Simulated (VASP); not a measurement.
Write the native input for VASP 6.6.1 that does the following.

```
Task                   : single point
Functional             : PBE
Potentials or basis    : VASP PAW PBE potentials, release 64 (Zr_sv, Ti_sv, C)
Cutoff                 : 520 eV
k mesh                 : 6 × 6 × 2
Occupations            : gaussian, width 0.2 eV
Spin                   : no spin polarisation
Dipole correction      : no
Further INCAR settings : ALGO = Normal; EDIFF = 1e-07; NBANDS = 60
```

The structure of Zr5TiC6 lies in POSCAR:

```
Zr5TiC6
1.0
    3.2978458000      0.0000000000      0.0000000000
    0.0000000000      3.2978458000      0.0000000000
    0.0000000000      0.0000000000     13.9363722000
Zr Ti C
5 1 6
Direct
    0.0000000000      0.0000000000      0.1696950000
    0.5000000000      0.5000000000      0.3393980000
    0.5000000000      0.5000000000      0.6606020000
    0.0000000000      0.0000000000      0.8303050000
    0.5000000000      0.5000000000      0.0000000000
    0.0000000000      0.0000000000      0.5000000000
    0.0000000000      0.0000000000      0.0000000000
    0.5000000000      0.5000000000      0.1691820000
    0.0000000000      0.0000000000      0.3412970000
    0.5000000000      0.5000000000      0.5000000000
    0.0000000000      0.0000000000      0.6587030000
    0.5000000000      0.5000000000      0.8308180000
```

These files were run (other wordings do the same):

INCAR

```
SYSTEM = Zr5TiC6
PREC     = Accurate       ! precision mode
ENCUT    = 520            ! plane-wave cutoff, eV
EDIFF    = 1E-7           ! SCF threshold, eV
ISMEAR   = 0              ! smearing method
SIGMA    = 0.2            ! smearing width, eV
LREAL    = .FALSE.        ! projectors in reciprocal space
LASPH    = .TRUE.         ! aspherical terms in the spheres
NELM     = 100            ! most SCF steps
ALGO     = Normal         ! electronic algorithm
ISIF     = 2              ! what is computed and relaxed
LWAVE    = .FALSE.        ! write WAVECAR
LCHARG   = .FALSE.        ! write CHGCAR
GGA      = PE             ! functional
NBANDS   = 60             ! bands
```

KPOINTS

```
regular mesh
0
G
  6 6 2
  0 0 0
```

Potentials or basis: VASP PAW PBE potentials, release 64 (Zr_sv, Ti_sv, C).

The run is started by

```console
$ cat potpaw_PBE.64/Zr_sv/POTCAR potpaw_PBE.64/Ti_sv/POTCAR potpaw_PBE.64/C/POTCAR > POTCAR
$ mpirun -np 1 vasp_std > vasp.out
```

It gave:

```json
{
  "Pressure": "0.3 GPa",
  "Largest force": "0.016 eV/Å",
  "Band gap on the k mesh": "zero (bands 48 and 49 overlap by 0.33 eV)"
}
```

Wall time 2.9 min on 1 thread of AMD EPYC 9R45 96-Core Processor (Zen 5) (shared host), peak memory 0.32 GiB.
